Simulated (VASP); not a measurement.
# V (Im-3m) in VASP: a series of runs

V is run at these levels: PBE; tasks: single point, relaxation of cell and atoms.

All numbers are computed with VASP 6.6.1; they aren't measurements. Logs are shortened: lines on timing, memory, paths and dates and some standing lists are left out, and cuts for length are marked.

### 1 The cell of the first run

Symmetry: Im-3m, No. 229, cubic system. Conventional cell: a = 2.659 Å, b = 2.659 Å, c = 2.659 Å, α = 90.00°, β = 90.00°, γ = 90.00°. V (site symmetry m-3m) has 14 V at 2.30 to 2.66 Å within 3.0 Å.

### 2 Single point, PBE (volume scaled by 0.697, to set the pressure)

The input, INCAR:

```
SYSTEM = V
PREC = Accurate
ENCUT = 520
EDIFF = 1E-7
ISMEAR = -1
SIGMA = 0.1
LREAL = .False.
LASPH = .True.
NELM = 60
ALGO = Normal
ISIF = 2
LWAVE = .False.
LCHARG = .False.
GGA = PE
NBANDS = 12
```

The input, KPOINTS:

```
Automatic mesh
0
Gamma
  20 20 20
  0 0 0
```

The input, POSCAR:

```
V
1.0
   -1.3293619687      1.3293619687      1.3293619687
    1.3293619687     -1.3293619687      1.3293619687
    1.3293619687      1.3293619687     -1.3293619687
V
1
Direct
    0.0000000000      0.0000000000      0.0000000000
```

Potentials or basis: VASP PAW PBE potentials, release 64 (V_sv).

The run is started by

```
$ cat potpaw_PBE.64/V_sv/POTCAR > POTCAR
$ mpirun -np 1 vasp_std > vasp.out
```

OUTCAR:

```text
SYSTEM = V
   PREC = Accurate
   ENCUT = 520
   EDIFF = 1E-7
   ISMEAR = -1
   LREAL = .False.
   LASPH = .True.
   NELM = 60
   ISIF = 2
   GGA = PE

 ion  position               nearest neighbor table
   1  0.000  0.000  0.000-

  LATTYP: Found a body centered cubic cell.
 ALAT       =     2.6587239374

  Lattice vectors:

 A1 = (  -1.3293619687,   1.3293619687,   1.3293619687)
 A2 = (   1.3293619687,  -1.3293619687,   1.3293619687)
 A3 = (   1.3293619687,   1.3293619687,  -1.3293619687)

Analysis of symmetry for initial positions (statically):
=====================================================================
 Subroutine PRICEL returns:
 Original cell was already a primitive cell.

 Routine SETGRP: Setting up the symmetry group for a
 body centered cubic supercell.

 Subroutine GETGRP returns: Found 48 space group operations
 (whereof 48 operations were pure point group operations)
 out of a pool of 48 trial point group operations.

The static configuration has the point symmetry O_h .

Analysis of symmetry for dynamics (positions and initial velocities):
=====================================================================
 Subroutine PRICEL returns:
 Original cell was already a primitive cell.

 Routine SETGRP: Setting up the symmetry group for a
 body centered cubic supercell.

 Subroutine GETGRP returns: Found 48 space group operations
 (whereof 48 operations were pure point group operations)
 out of a pool of 48 trial point group operations.

The dynamic configuration has the point symmetry O_h .

 Subroutine INISYM returns: Found 48 space group operations
 (whereof 48 operations are pure point group operations),
 and found     1 'primitive' translations

----------------------------------------------------------------------------------------

                                     Primitive cell

  volume of cell :       9.3970

  direct lattice vectors                    reciprocal lattice vectors
    -1.329361969  1.329361969  1.329361969     0.000000000  0.376120283  0.376120283
     1.329361969 -1.329361969  1.329361969     0.376120283  0.000000000  0.376120283
     1.329361969  1.329361969 -1.329361969     0.376120283  0.376120283  0.000000000

  length of vectors
     2.302522471  2.302522471  2.302522471     0.531914405  0.531914405  0.531914405

  position of ions in fractional coordinates (direct lattice)
[... 76 lines left out ...]
   NELM   =     60;   NELMIN=  2; NELMDL= -5     # of ELM steps
   EDIFF  = 0.1E-06   stopping-criterion for ELM
   LREAL  =      F    real-space projection
   EDIFFG = 0.1E-05   stopping-criterion for IOM
   NSW    =      0    number of steps for IOM
   IBRION =     -1    ionic relax: 0-MD 1-quasi-New 2-CG
   NFREE  =      0    steps in history (QN), initial steepest desc. (CG)
   ISIF   =      2    stress and relaxation
   ISYM   =      2    0-nonsym 1-usesym 2-fastsym
   POTIM  = 0.5000    time-step for ionic-motion
   TEBEG  =    0.0;   TEEND  =   0.0 temperature during run
   PSTRESS=    0.0 pullay stress
   NELECT =      13.0000    total number of electrons
   NUPDOWN=      -1.0000    fix difference up-down
   EMIN   =  10.00;   EMAX   =-10.00  energy-range for DOS
   EFERMI =   0.00;   METHOD = LEGACY
   ISMEAR =    -1;   SIGMA  =   0.10  broadening in eV -4-tet -1-fermi 0-gaus
   EFERMI_NEDOS =   21; number of points for ismear=-14 and -15
   IALGO  =     38    algorithm
   IMIX   =      4    mixing-type and parameters
     AMIX     =   0.40;   BMIX     =  1.00
     AMIX_MAG =   1.60;   BMIX_MAG =  1.00
  volume/ion in A,a.u.               =       9.40        63.41
  Fermi-wavevector in a.u.,A,eV,Ry     =   1.824145  3.447134 45.273456  3.327505
  Thomas-Fermi vector in A             =   2.879941
   LORBIT       =      0    0 simple, 1 ext, 2 COOP (PROOUT), +10 PAW based schemes
   GGA     = PE    functional components
   LHFCALC =     F    Hartree Fock is set to
   AEXX    =    0.0000 exact exchange contribution
   IVDW    =     0    specifies the selected vdW correction
   LEPSILON=     F    determine dielectric tensor
   LRPA    =     F    only Hartree local field effects (RPA)
 non-spin polarized calculation
  energy-cutoff  :      520.00
  volume of cell :        9.40
 maximum number of plane-waves:       259
 NGX is ok and might be reduce to    18
   NGX =  9   NGY =  9   NGZ =  9

 number of electron      13.0000004 magnetization

 Free energy of the ion-electron system (eV)
  ---------------------------------------------------
  ext. energy  EPLUGINS =         0.00000000
  ---------------------------------------------------
  free energy    TOTEN  =        -7.78350498 eV

  energy without entropy =       -7.74477889  energy(sigma->0) =       -7.76414194

 E-fermi :  15.0252     XC(G=0): -14.9853

 val. band max:       15.0183197224   @ k =  -0.1000   0.1500   0.0500
 cond. band min:      15.0276248589   @ k =   0.3000   0.2000   0.0000
 fundamental gap:      0.0093051365
 Fermi energy:        15.0252220566

 k-point     1 :       0.0000    0.0000    0.0000
  band No.  band energies     occupation
      1     -48.6594      2.00000
      2     -20.8795      2.00000
      3     -20.8795      2.00000
      4     -20.8795      2.00000
      5       8.0754      2.00000
      6      15.3125      0.10706
      7      15.3125      0.10706
      8      15.3125      0.10706
      9      18.4196      0.00000
     10      18.4196      0.00000
     11      38.2685      0.00000
     12      38.2685      0.00000
[... 331 lines left out ...]
 k-point    24 :       0.2500    0.1000   -0.0000
  band No.  band energies     occupation
      1     -48.1395      2.00000
      2     -22.6567      2.00000
      3     -21.4269      2.00000
      4     -20.9936      2.00000
      5      11.1936      2.00000
      6      13.5946      2.00000
      7      14.8324      1.74615
      8      17.8465      0.00000
      9      18.9926      0.00000
     10      19.5736      0.00000
     11      34.8826      0.00000
     12      35.9954      0.00000

 [... further k-points ...]
[... 5 lines left out ...]
  --------------------------------------------------------------------------------------
  -------------------------------------------------------------------------------------
  Total        7.5007356      7.5007356      7.5007356     -0.0000000      0.0000000      0.0000000
  in kB     1278.8649822   1278.8649822   1278.8649822     -0.0000000      0.0000000      0.0000000
  external PRESSURE =    1278.8649822 kB  Pullay stress =       0.0000000 kB

 VOLUME and BASIS-vectors are now :
 -----------------------------------------------------------------------------
  energy-cutoff  :      520.00
  volume of cell :        9.40
      direct lattice vectors                 reciprocal lattice vectors
    -1.329361969  1.329361969  1.329361969     0.000000000  0.376120283  0.376120283
     1.329361969 -1.329361969  1.329361969     0.376120283  0.000000000  0.376120283
     1.329361969  1.329361969 -1.329361969     0.376120283  0.376120283  0.000000000

 POSITION                                       TOTAL-FORCE (eV/Angst)
 -----------------------------------------------------------------------------------
      0.00000      0.00000      0.00000         0.000000      0.000000     -0.000000
 -----------------------------------------------------------------------------------
    total drift:                                0.000000     -0.000000      0.000000

  FREE ENERGIE OF THE ION-ELECTRON SYSTEM (eV)
  ---------------------------------------------------
  free  energy   TOTEN  =        -7.7835049796 eV

  energy  without entropy=       -7.7447788940  energy(sigma->0) =       -7.76414194
```

OSZICAR:

```text
N       E                     dE             d eps       ncg     rms          rms(c)
DAV:   1     0.851818486327E+02    0.85182E+02   -0.69936E+03  6192   0.125E+03
DAV:   2    -0.746108396469E+01   -0.92643E+02   -0.89578E+02  6372   0.331E+02
DAV:   3    -0.847922653440E+01   -0.10181E+01   -0.10159E+01  6660   0.407E+01
DAV:   4    -0.848330631569E+01   -0.40798E-02   -0.40797E-02  6544   0.268E+00
DAV:   5    -0.848334463005E+01   -0.38314E-04   -0.38314E-04  6636   0.245E-01    0.315E+01
DAV:   6    -0.782734455432E+01    0.65600E+00   -0.11164E+00  6320   0.190E+01    0.106E+01
DAV:   7    -0.778781953577E+01    0.39525E-01   -0.62938E-02  6904   0.421E+00    0.281E+00
DAV:   8    -0.778368961644E+01    0.41299E-02   -0.10700E-02  6164   0.168E+00    0.184E-01
DAV:   9    -0.778350330374E+01    0.18631E-03   -0.24663E-04  6400   0.274E-01    0.306E-02
DAV:  10    -0.778350391330E+01   -0.60956E-06   -0.42836E-06  6636   0.263E-02    0.437E-03
DAV:  11    -0.778350479875E+01   -0.88545E-06   -0.30822E-07  6500   0.982E-03    0.235E-03
DAV:  12    -0.778350495169E+01   -0.15294E-06   -0.63981E-09  3188   0.130E-03    0.124E-04
DAV:  13    -0.778350497961E+01   -0.27919E-07   -0.64788E-10  3112   0.396E-04
   1 F= -.77835050E+01 E0= -.77641419E+01  d E =-.387261E-01
```

Wall time 14 s (1 thread of Intel Xeon 6975P-C, shared host); peak memory 0.14 GiB.

Results:

```yaml
Free_energy: -7.7835 eV
Pressure: 127.9 GPa
```

Levels at points of the mesh, in eV from the Fermi level:
| k point | band 2 | band 3 | band 4 | band 5 | band 6 | band 7 | band 8 | band 9 | band 10 | band 11 |
| --- | --- | --- | --- | --- | --- | --- | --- | --- | --- | --- |
| (0.00, 0.00, 0.00) | -35.90 | -35.90 | -35.90 | -6.95 | 0.29 | 0.29 | 0.29 | 3.39 | 3.39 | 23.24 |
| (0.50, 0.00, 0.00) | -38.52 | -36.67 | -35.95 | -4.74 | -2.21 | 3.56 | 3.66 | 4.10 | 6.35 | 15.58 |
| (0.50, 0.50, 0.50) | -37.60 | -37.60 | -37.60 | -5.24 | -5.24 | 5.67 | 5.67 | 5.67 | 14.35 | 14.35 |

Caveat: the cell differs from its parent crystal (volume scaled by 0.697, to set the pressure).

### 3 Single point, PBE

This run uses another cell than the first one, of 9.33 Å³/atom, 0.993 times its volume.

The input, INCAR:

```
PREC = Accurate ; ENCUT = 520
EDIFF = 1E-6 ; ISMEAR = -1
SIGMA = 0.1 ; LREAL = False
LASPH = True ; NELM = 80
ALGO = Normal ; ISIF = 2
LWAVE = False ; LCHARG = True
GGA = PE ; LELF = True
LVHAR = True ; NBANDS = 12
```

The input, KPOINTS:

```
regular mesh
0
Gamma
  20 20 20
```

The input, POSCAR:

```
V
1.0
   -1.3260621413      1.3260621413      1.3260621413
    1.3260621413     -1.3260621413      1.3260621413
    1.3260621413      1.3260621413     -1.3260621413
V
1
Direct
    0.0000000000      0.0000000000      0.0000000000
```

Potentials or basis: VASP PAW PBE potentials, release 64 (V_sv).

The run is started by

```
$ cat potpaw_PBE.64/V_sv/POTCAR > POTCAR
$ mpirun -np 1 vasp_std > vasp.out
```

Run time: 11 s. Hardware: 1 thread of Intel Xeon 6975P-C, shared host; peak memory 0.14 GiB.

Results (log left out):

```
Free energy : -7.7268 eV
Pressure    : 132.6 GPa
```

Levels at points of the mesh, in eV from the Fermi level:
```tsv
k point	band 4	band 5	band 6	band 7	band 8	band 9
(0.00, 0.00, 0.00)	-35.88	-6.94	0.28	0.28	0.28	3.41
(0.50, 0.00, 0.00)	-35.93	-4.78	-2.24	3.59	3.72	4.13
(0.50, 0.50, 0.50)	-37.61	-5.30	-5.30	5.72	5.72	5.72
```

### 4 Single point, PBE

This run uses another cell than the first one, of 13.48 Å³/atom, 1.435 times its volume.

The input, INCAR:

```
SYSTEM = V
PREC = Accurate ; ENCUT = 520
EDIFF = 1E-6 ; ISMEAR = -1
SIGMA = 0.1 ; LREAL = .False.
LASPH = .True. ; NELM = 100
ALGO = Normal ; ISIF = 2
LWAVE = .False. ; LCHARG = .False.
GGA = PE ; NBANDS = 12
```

The input, KPOINTS:

```
Automatic mesh
0
Gamma
  20 20 20
  0 0 0
```

The input, POSCAR:

```
V
1.0
   -1.4993360755      1.4993360755      1.4993360755
    1.4993360755     -1.4993360755      1.4993360755
    1.4993360755      1.4993360755     -1.4993360755
V
1
Direct
    0.0000000000      0.0000000000      0.0000000000
```

The run is started by

```
$ cat potpaw_PBE.64/V_sv/POTCAR > POTCAR
$ mpirun -np 1 vasp_std > vasp.out
```

Run time: 17 s. Hardware: 1 thread of Intel Xeon 6975P-C, shared host; peak memory 0.15 GiB.

The run converged. Its results:

| Item | Value |
| --- | --- |
| Free energy | -9.0211 eV |
| Pressure | 0.2 GPa |

Levels at points of the mesh, in eV from the Fermi level:
| k point | band 5 | band 6 | band 7 | band 8 | band 9 | band 10 |
| --- | --- | --- | --- | --- | --- | --- |
| (0.00, 0.00, 0.00) | -6.60 | 0.39 | 0.39 | 0.39 | 2.40 | 2.40 |
| (0.50, 0.00, 0.00) | -3.19 | -1.14 | 1.62 | 2.40 | 2.76 | 4.09 |
| (0.50, 0.50, 0.50) | -3.01 | -3.01 | 3.70 | 3.70 | 3.70 | 10.18 |

### 5 Relaxation of cell and atoms, PBE, target pressure 130 GPa, at which the enthalpy is minimised

This run uses another cell than the first one, of 9.33 Å³/atom, 0.993 times its volume.

The input, INCAR:

```
ALGO = Normal
EDIFF = 1E-6
EDIFFG = -0.005
ENCUT = 600
GGA = PE
IBRION = 2
ISIF = 3
ISMEAR = -1
LASPH = True
LCHARG = False
LREAL = False
LWAVE = False
NELM = 100
NSW = 32
PREC = Accurate
PSTRESS = 1300.0
SIGMA = 0.1
```

The input, KPOINTS:

```
k-points
0
Gamma
  20 20 20
```

The input, POSCAR:

```
V
1.0
   -1.3260621413      1.3260621413      1.3260621413
    1.3260621413     -1.3260621413      1.3260621413
    1.3260621413      1.3260621413     -1.3260621413
V
1
Direct
    0.0000000000      0.0000000000      0.0000000000
```

The run is started by

```
$ cat potpaw_PBE.64/V_sv/POTCAR > POTCAR
$ mpirun -np 1 vasp_std > vasp.out
```

Run time: 37 s. Hardware: 1 thread of Intel Xeon 6975P-C, shared host; peak memory 0.15 GiB.

The run converged. Its results:

```
Free energy                                            : -7.7561 eV
Relaxed volume                                         : 9.36 Å³/atom
Relaxed cell                                           : a = 2.300 Å, b = 2.300 Å, c = 2.300 Å, α = 109.47°, β = 109.47°, γ = 109.47°
Space group after relaxing (to 0.05 Å)                 : Im-3m (No. 229)
Energy change on relaxing (the enthalpy is what falls) : -29.2 meV/atom
Ionic steps                                            : 4
Pressure after relaxing                                : 130.0 GPa
```

The path:
```tsv
step	energy change (eV)	largest force (eV/Å)	pressure (GPa)	volume (Å³)
1	0.0000	0.0000	132.50	9.33
2	-0.1556	0.0000	120.13	9.52
3	-0.0305	0.0000	129.89	9.36
4	-0.0292	0.0000	129.99	9.36
```

Final structure:
```
V
1.0
    -1.32775    1.32775    1.32775
     1.32775   -1.32775    1.32775
     1.32775    1.32775   -1.32775
V
1
Direct
  0.00000 0.00000 0.00000
```

Levels at points of the mesh, in eV from the Fermi level:
```tsv
k point	band 2	band 3	band 4	band 5	band 6	band 7	band 8	band 9	band 10
(0.00, 0.00, 0.00)	-35.89	-35.89	-35.89	-6.95	0.28	0.28	0.28	3.40	3.40
(0.50, 0.00, 0.00)	-38.54	-36.66	-35.94	-4.76	-2.22	3.57	3.69	4.11	6.38
(0.50, 0.50, 0.50)	-37.60	-37.60	-37.60	-5.27	-5.27	5.70	5.70	5.70	14.40
```

Caveat: the cell is relaxed towards a set pressure, so the enthalpy falls and the energy may rise.

### 6 The runs side by side

```csv
task,cell,cutoff (eV),gap on the mesh (eV),pressure (GPa)
single point,"a = 2.303 Å, angles 109.5°, 1 atom",520,none,127.9
single point,"a = 2.297 Å, angles 109.5°, 1 atom",520,none,132.6
single point,"a = 2.597 Å, angles 109.5°, 1 atom",520,none,0.2
relaxation of cell and atoms,"relaxed to 130 GPa from a = 2.297 Å, angles 109.5°, 1 atom",600,none,130.0
```

Alike in all rows: level PBE; potentials or basis VASP PAW PBE potentials, release 64 (V_sv); no spin polarisation; k mesh 20 × 20 × 20; smearing fermi-dirac 0.1 eV.

Caveats: the cell is relaxed towards a set pressure, so the enthalpy falls and the energy may rise (some runs).

Total energies depend on the potentials used, so only differences within one code and one set of settings carry meaning.
